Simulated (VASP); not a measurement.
# Cl (Fd-3m) in VASP: a series of runs

Cl is run at these levels: r2SCAN; tasks: single point, relaxation of cell and atoms.

Everything below comes from runs of VASP 6.6.1. Logs are shortened: lines on timing, memory, paths and dates and some standing lists are left out, and cuts for length are marked.

### 1 The cell of the first run

It takes space group Fd-3m (No. 227, cubic). Conventional cell: a = 6.413 Å, b = 6.413 Å, c = 6.413 Å, α = 90.00°, β = 90.00°, γ = 90.00°. Cl (site symmetry -43m) has 4 Cl at 2.78 Å within 3.7 Å.

### 2 Single point, r2SCAN

POSCAR

```
Cl
1.0
    0.0000000000      3.2063997612      3.2063997612
    3.2063997612      0.0000000000      3.2063997612
    3.2063997612      3.2063997612      0.0000000000
Cl
2
Direct
    1.0000000000      1.0000000000      1.0000000000
    0.2500000000      0.2500000000      0.2500000000
```

INCAR.step1

```
SYSTEM = Cl
PREC     = Accurate       ! precision mode
ENCUT    = 550            ! plane-wave cutoff, eV
ISMEAR   = -1             ! smearing method
SIGMA    = 0.05           ! smearing width, eV
LREAL    = .FALSE.        ! projectors in reciprocal space
LASPH    = .TRUE.         ! aspherical terms in the spheres
NELM     = 120            ! most SCF steps
NBANDS   = 14             ! bands
GGA      = PE             ! functional
ALGO     = Normal         ! electronic algorithm
EDIFF    = 1E-5           ! SCF threshold, eV
LWAVE    = .TRUE.         ! write WAVECAR
LCHARG   = .FALSE.        ! write CHGCAR
GGA_COMPAT= .FALSE.
```

INCAR.step2

```
SYSTEM = Cl
PREC     = Accurate       ! precision mode
ENCUT    = 550            ! plane-wave cutoff, eV
EDIFF    = 1E-6           ! SCF threshold, eV
ISMEAR   = -1             ! smearing method
SIGMA    = 0.05           ! smearing width, eV
LREAL    = .FALSE.        ! projectors in reciprocal space
LASPH    = .TRUE.         ! aspherical terms in the spheres
NELM     = 120            ! most SCF steps
ALGO     = Normal         ! electronic algorithm
ISIF     = 2              ! what is computed and relaxed
LWAVE    = .FALSE.        ! write WAVECAR
LCHARG   = .FALSE.        ! write CHGCAR
METAGGA  = R2SCAN         ! meta-GGA
LMIXTAU  = .TRUE.       
NBANDS   = 14             ! bands
ISTART   = 1            
GGA_COMPAT= .FALSE.
```

KPOINTS

```
Automatic mesh
0
G
  6 6 6
  0 0 0
```

Potentials or basis: VASP PAW PBE potentials, release 64 (Cl).

Command:

```console
> cat potpaw_PBE.64/Cl/POTCAR > POTCAR
> cp INCAR.step1 INCAR
> mpirun -np 1 vasp_std > vasp.out
> cp INCAR.step2 INCAR
> mpirun -np 1 vasp_std > vasp.out
```

OUTCAR:

```text
SYSTEM = Cl
   PREC = Accurate
   ENCUT = 550
   EDIFF = 1E-6
   ISMEAR = -1
   LREAL = .FALSE.
   LASPH = .TRUE.
   NELM = 120
   ISIF = 2
   METAGGA = R2SCAN
   ISTART = 1

 ion  position               nearest neighbor table
   1  0.000  0.000  0.000-
   2  0.250  0.250  0.250-

  LATTYP: Found a face centered cubic cell.
 ALAT       =     6.4127995224

  Lattice vectors:

 A1 = (   0.0000000000,   3.2063997612,   3.2063997612)
 A2 = (   3.2063997612,   0.0000000000,   3.2063997612)
 A3 = (   3.2063997612,   3.2063997612,   0.0000000000)

Analysis of symmetry for initial positions (statically):
=====================================================================
 Subroutine PRICEL returns:
 Original cell was already a primitive cell.

 Routine SETGRP: Setting up the symmetry group for a
 face centered cubic supercell.

 Subroutine GETGRP returns: Found 48 space group operations
 (whereof 24 operations were pure point group operations)
 out of a pool of 48 trial point group operations.

The static configuration has the point symmetry T_d .
 The point group associated with its full space group is O_h .

Analysis of symmetry for dynamics (positions and initial velocities):
=====================================================================
 Subroutine PRICEL returns:
 Original cell was already a primitive cell.

 Routine SETGRP: Setting up the symmetry group for a
 face centered cubic supercell.

 Subroutine GETGRP returns: Found 48 space group operations
 (whereof 24 operations were pure point group operations)
 out of a pool of 48 trial point group operations.

The dynamic configuration has the point symmetry T_d .
 The point group associated with its full space group is O_h .

 Subroutine INISYM returns: Found 48 space group operations
 (whereof 24 operations are pure point group operations),
 and found     1 'primitive' translations

----------------------------------------------------------------------------------------

                                     Primitive cell

  volume of cell :      65.9300

  direct lattice vectors                    reciprocal lattice vectors
     0.000000000  3.206399761  3.206399761    -0.155938135  0.155938135  0.155938135
     3.206399761  0.000000000  3.206399761     0.155938135 -0.155938135  0.155938135
     3.206399761  3.206399761  0.000000000     0.155938135  0.155938135 -0.155938135

  length of vectors
     4.534534029  4.534534029  4.534534029     0.270092773  0.270092773  0.270092773

  position of ions in fractional coordinates (direct lattice)
     0.000000000  0.000000000  0.000000000
     0.250000000  0.250000000  0.250000000

  ion indices of the primitive-cell ions
   primitive index   ion index
                 1           1
                 2           2

----------------------------------------------------------------------------------------

 KPOINTS: Automatic mesh

Automatic generation of k-mesh.
 Grid dimensions read from file:
 generate k-points for:    6    6    6

 Generating k-lattice:

  Cartesian coordinates                     Fractional coordinates (reciprocal lattice)
    -0.025989689  0.025989689  0.025989689     0.166666667  0.000000000  0.000000000
     0.025989689 -0.025989689  0.025989689     0.000000000  0.166666667  0.000000000
     0.025989689  0.025989689 -0.025989689     0.000000000  0.000000000  0.166666667

  Length of vectors
     0.045015462  0.045015462  0.045015462

  Shift w.r.t. Gamma in fractional coordinates (k-lattice)
     0.000000000  0.000000000  0.000000000

 Subroutine IBZKPT returns following result:
 ===========================================

 Found     16 irreducible k-points:

 Following reciprocal coordinates:
            Coordinates               Weight
  0.000000  0.000000  0.000000      1.000000
  0.166667  0.000000  0.000000      8.000000
  0.333333  0.000000  0.000000      8.000000
  0.500000  0.000000  0.000000      4.000000
  0.166667  0.166667  0.000000      6.000000
  0.333333  0.166667  0.000000     24.000000
[... 8 lines left out ...]
 -0.333333  0.333333  0.166667     24.000000
 -0.333333  0.500000  0.166667     12.000000
   k-points           NKPTS =     16   k-points in BZ     NKDIM =     16   number of bands    NBANDS=     14
   number of dos      NEDOS =    301   number of ions     NIONS =      2
   total plane-waves  NPLWV =  46656
   dimension x,y,z NGX =    36 NGY =   36 NGZ =   36
   dimension x,y,z NGXF=    72 NGYF=   72 NGZF=   72
   ions per type =               2
   NGX,Y,Z   is equivalent  to a cutoff of  13.20, 13.20, 13.20 a.u.
   NGXF,Y,Z  is equivalent  to a cutoff of  26.40, 26.40, 26.40 a.u.
 SYSTEM =  Cl
   PREC   = accura    normal or accurate (medium, high low for compatibility)
   ISTART =      1    job   : 0-new  1-cont  2-samecut
   ICHARG =      0    charge: 1-file 2-atom 10-const
   ISPIN  =      1    spin polarized calculation?
   LNONCOLLINEAR =      F non collinear calculations
   LSORBIT =      F    spin-orbit coupling
   LASPH  =      T    aspherical Exc in radial PAW
   ENCUT  =  550.0 eV  40.42 Ry    6.36 a.u.   8.67  8.67  8.67*2*pi/ulx,y,z
   NELM   =    120;   NELMIN=  2; NELMDL=  0     # of ELM steps
   EDIFF  = 0.1E-05   stopping-criterion for ELM
   LREAL  =      F    real-space projection
   EDIFFG = 0.1E-04   stopping-criterion for IOM
   NSW    =      0    number of steps for IOM
   IBRION =     -1    ionic relax: 0-MD 1-quasi-New 2-CG
   NFREE  =      0    steps in history (QN), initial steepest desc. (CG)
   ISIF   =      2    stress and relaxation
   ISYM   =      2    0-nonsym 1-usesym 2-fastsym
   POTIM  = 0.5000    time-step for ionic-motion
   TEBEG  =    0.0;   TEEND  =   0.0 temperature during run
   PSTRESS=    0.0 pullay stress
   NELECT =      14.0000    total number of electrons
   NUPDOWN=      -1.0000    fix difference up-down
   EMIN   =  10.00;   EMAX   =-10.00  energy-range for DOS
   EFERMI =   0.00;   METHOD = LEGACY
   ISMEAR =    -1;   SIGMA  =   0.05  broadening in eV -4-tet -1-fermi 0-gaus
   EFERMI_NEDOS =   21; number of points for ismear=-14 and -15
   IALGO  =     38    algorithm
   IMIX   =      4    mixing-type and parameters
     AMIX     =   0.40;   BMIX     =  1.00
     AMIX_MAG =   1.60;   BMIX_MAG =  1.00
  volume/ion in A,a.u.               =      32.96       222.46
  Fermi-wavevector in a.u.,A,eV,Ry     =   0.976689  1.845675 12.978901  0.953922
  Thomas-Fermi vector in A             =   2.107328
   LORBIT       =      0    0 simple, 1 ext, 2 COOP (PROOUT), +10 PAW based schemes
   METAGGA = R2SCAN    functional components
   LHFCALC =     F    Hartree Fock is set to
   AEXX    =    0.0000 exact exchange contribution
   IVDW    =     0    specifies the selected vdW correction
   LEPSILON=     F    determine dielectric tensor
   LRPA    =     F    only Hartree local field effects (RPA)
 non-spin polarized calculation
  energy-cutoff  :      550.00
  volume of cell :       65.93
 maximum number of plane-waves:      1964
   NGX = 17   NGY = 17   NGZ = 17

 number of electron      13.9999996 magnetization

 Free energy of the ion-electron system (eV)
  ---------------------------------------------------
  ext. energy  EPLUGINS =         0.00000000
  ---------------------------------------------------
  free energy    TOTEN  =       -10.26536198 eV

  energy without entropy =      -10.22469390  energy(sigma->0) =      -10.24502794

 E-fermi :  -1.4416     XC(G=0):  -7.5943

 val. band max:       -1.4863333022   @ k =   0.5000   0.3333   0.1667
 cond. band min:      -1.4374678818   @ k =  -0.3333   0.3333   0.0000
 fundamental gap:      0.0488654204
 Fermi energy:        -1.4415603050

 k-point     1 :       0.0000    0.0000    0.0000
  band No.  band energies     occupation
      1     -17.3482      2.00000
      2     -14.7177      2.00000
      3      -4.3207      2.00000
      4      -4.3207      2.00000
      5      -4.3207      2.00000
      6      -2.3641      2.00000
      7      -2.3641      2.00000
      8      -2.3641      2.00000
      9       5.3586      0.00000
     10       9.7782      0.00000
     11       9.7782      0.00000
     12      11.2894      0.00000
     13      11.2894      0.00000
     14      11.2894      0.00000

 k-point     2 :       0.1667    0.0000    0.0000
  band No.  band energies     occupation
      1     -17.2380      2.00000
      2     -14.8790      2.00000
      3      -4.4490      2.00000
      4      -4.4490      2.00000
      5      -4.4345      2.00000
      6      -2.2191      2.00000
      7      -2.1957      2.00000
      8      -2.1957      2.00000
      9       5.8845      0.00000
     10       9.3403      0.00000
     11       9.3403      0.00000
     12      10.8076      0.00000
     13      12.3298      0.00000
     14      12.3299      0.00000

 k-point     3 :       0.3333    0.0000    0.0000
  band No.  band energies     occupation
      1     -16.9621      2.00000
      2     -15.2541      2.00000
      3      -4.6875      2.00000
      4      -4.6588      2.00000
      5      -4.6587      2.00000
      6      -1.9102      1.99983
      7      -1.9102      1.99983
      8      -1.8270      1.99910
      9       6.9070      0.00000
     10       9.2242      0.00000
     11       9.2242      0.00000
     12       9.5819      0.00000
     13      12.1626      0.00000
     14      12.2158      0.00000

 k-point     4 :       0.5000    0.0000    0.0000
  band No.  band energies     occupation
      1     -16.7691      2.00000
      2     -15.4953      2.00000
      3      -4.8164      2.00000
      4      -4.7482      2.00000
      5      -4.7481      2.00000
      6      -1.7852      1.99793
      7      -1.7852      1.99793
      8      -1.5901      1.90245
      9       7.6379      0.00000
     10       8.4193      0.00000
     11       9.4364      0.00000
     12       9.4365      0.00000
     13      11.4949      0.00000
     14      11.4949      0.00000

 k-point     5 :       0.1667    0.1667    0.0000
  band No.  band energies     occupation
      1     -17.1985      2.00000
      2     -14.9351      2.00000
      3      -4.6155      2.00000
      4      -4.6154      2.00000
      5      -4.1341      2.00000
      6      -2.5772      2.00000
      7      -1.9815      1.99996
      8      -1.9814      1.99996
      9       6.0688      0.00000
     10       8.4010      0.00000
     11      10.1498      0.00000
[... 140 lines left out ...]
 k-point    14 :       0.5000    0.3333    0.1667
  band No.  band energies     occupation
      1     -16.6948      2.00000
      2     -15.5820      2.00000
      3      -5.2493      2.00000
      4      -4.9664      2.00000
      5      -3.8023      2.00000
      6      -2.6330      2.00000
      7      -1.4863      1.42003
      8      -1.3118      0.13880
      9       7.1919      0.00000
     10       7.6132      0.00000
     11      10.0888      0.00000
     12      10.9810      0.00000
     13      12.4593      0.00000
     14      12.4664      0.00000

 k-point    15 :      -0.3333    0.3333    0.1667
  band No.  band energies     occupation
      1     -16.4716      2.00000
      2     -15.8351      2.00000
      3      -5.3802      2.00000
      4      -5.0667      2.00000
      5      -3.6614      2.00000
      6      -2.6204      2.00000
      7      -1.3929      0.54810
      8      -1.2046      0.01733
      9       7.0978      0.00000
     10       7.5947      0.00000
     11      10.0426      0.00000
     12      11.1023      0.00000
     13      12.2019      0.00000
     14      13.5656      0.00000

 k-point    16 :      -0.3333    0.5000    0.1667
  band No.  band energies     occupation
      1     -16.1606      2.00000
      2     -16.1606      2.00000
      3      -5.2781      2.00000
      4      -5.2781      2.00000
      5      -3.1827      2.00000
      6      -3.1827      2.00000
      7      -1.1776      0.01013
      8      -1.1775      0.01013
      9       7.1802      0.00000
     10       7.1802      0.00000
     11      11.0972      0.00000
     12      11.0972      0.00000
     13      13.0400      0.00000
     14      13.0400      0.00000

------------------------ aborting loop because EDIFF is reached ----------------------------------------

  FORCE on cell =-STRESS in cart. coord.  units (eV):
  Direction    XX          YY          ZZ          XY          YZ          ZX
  --------------------------------------------------------------------------------------
  -------------------------------------------------------------------------------------
  Total       -0.0288177     -0.0288177     -0.0288177      0.0000000     -0.0000000     -0.0000000
  in kB       -0.7003050     -0.7003050     -0.7003050      0.0000000     -0.0000000     -0.0000000
  external PRESSURE =      -0.7003050 kB  Pullay stress =       0.0000000 kB

 VOLUME and BASIS-vectors are now :
 -----------------------------------------------------------------------------
  energy-cutoff  :      550.00
  volume of cell :       65.93
      direct lattice vectors                 reciprocal lattice vectors
     0.000000000  3.206399761  3.206399761    -0.155938135  0.155938135  0.155938135
     3.206399761  0.000000000  3.206399761     0.155938135 -0.155938135  0.155938135
     3.206399761  3.206399761  0.000000000     0.155938135  0.155938135 -0.155938135

 POSITION                                       TOTAL-FORCE (eV/Angst)
 -----------------------------------------------------------------------------------
      0.00000      0.00000      0.00000         0.000000      0.000000      0.000000
      1.60320      1.60320      1.60320        -0.000000     -0.000000     -0.000000
 -----------------------------------------------------------------------------------
    total drift:                                0.000000      0.000000      0.000000

  FREE ENERGIE OF THE ION-ELECTRON SYSTEM (eV)
  ---------------------------------------------------
  free  energy   TOTEN  =       -10.2653619777 eV

  energy  without entropy=      -10.2246939041  energy(sigma->0) =      -10.24502794
```

Wall time 21 s (1 thread of Intel Xeon 6975P-C (Granite Rapids), shared host); peak memory 0.2 GiB.

Results:

* Free energy: -10.2654 eV
* Pressure: -0.1 GPa
* Band gap on the k mesh: zero (bands 7 and 8 overlap by 1.27 eV)

Caveat: the PAW data sets were made with another functional, which shifts forces and pressure a little.

(Continued in part 2 of 2.)
